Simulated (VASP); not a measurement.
The system is Ho2Sb2N.

```xyz
5
Lattice="4.3275 0.0000 0.0000 -2.1637 3.7477 0.0000 0.0000 0.0000 7.2096" Properties=species:S:1:pos:R:3 pbc="T T T"
Ho    2.1637    1.2492    4.8474
Ho    2.1637    1.2492    2.3621
Sb    0.0000    0.0000    0.0000
Sb    0.0000    0.0000    3.6048
N     2.1637    1.2492    0.0000
```

The cell was generated, and may not be a known phase.

* Program: VASP 6.6.1
* Task: relaxation of cell and atoms
* Functional: PBE
* Potentials or basis: VASP PAW PBE potentials, release 64 (Ho_3, Sb, N), 4f in core
* Cutoff: 600 eV
* k mesh: 4 × 4 × 3
* Occupations: gaussian, width 0.2 eV
* Spin: no spin polarisation

At the start: pressure 13.2 GPa; volume 23.38 Å³/atom.

Q: Where does the relaxation end?

A: Over 8 steps the energy falls by 813.1 meV/atom and the volume is 26.22 Å³/atom (+12.1 %); space group P-6m2 (No. 187, to 0.1 Å) before and after.

Step by step:
| step | energy change (eV) | largest force (eV/Å) | pressure (GPa) | volume (Å³) |
| --- | --- | --- | --- | --- |
| 1 | 0.0000 | 7.5630 | 13.19 | 116.92 |
| 2 | -3.4724 | 1.2325 | -5.57 | 152.57 |
| 3 | -3.4925 | 1.5659 | -4.93 | 149.31 |
| 4 | -3.7591 | 1.2068 | 2.21 | 135.04 |
| 5 | -3.8118 | 0.2667 | -0.23 | 138.85 |
| 6 | -3.9731 | 0.1797 | -0.35 | 135.35 |
| 7 | -4.0589 | 0.0116 | -0.04 | 129.69 |
| 8 | -4.0654 | 0.0412 | -0.20 | 131.09 |

Final structure:
```yaml
crystal:
  lattice:
    - [4.27819, 0.00000, 0.00000]
    - [-2.13909, 3.70502, 0.00000]
    - [0.00000, 0.00000, 8.27015]
  atoms:
    - { symbol: Ho, position: [0.66667, 0.33333, 0.73250] }
    - { symbol: Ho, position: [0.66667, 0.33333, 0.26750] }
    - { symbol: Sb, position: [0.00000, 0.00000, 0.00000] }
    - { symbol: Sb, position: [0.00000, 0.00000, 0.50000] }
    - { symbol: N, position: [0.66667, 0.33333, 0.00000] }
```

Caveat: the k points lie up to 0.42 Å⁻¹ apart in the final cell, too coarse for converged energies and pressures of a metal; the run has no spin polarisation, though such a crystal can be magnetic; the relaxation stopped at a loose force limit of 0.08 eV/Å, so its end isn't a converged minimum.
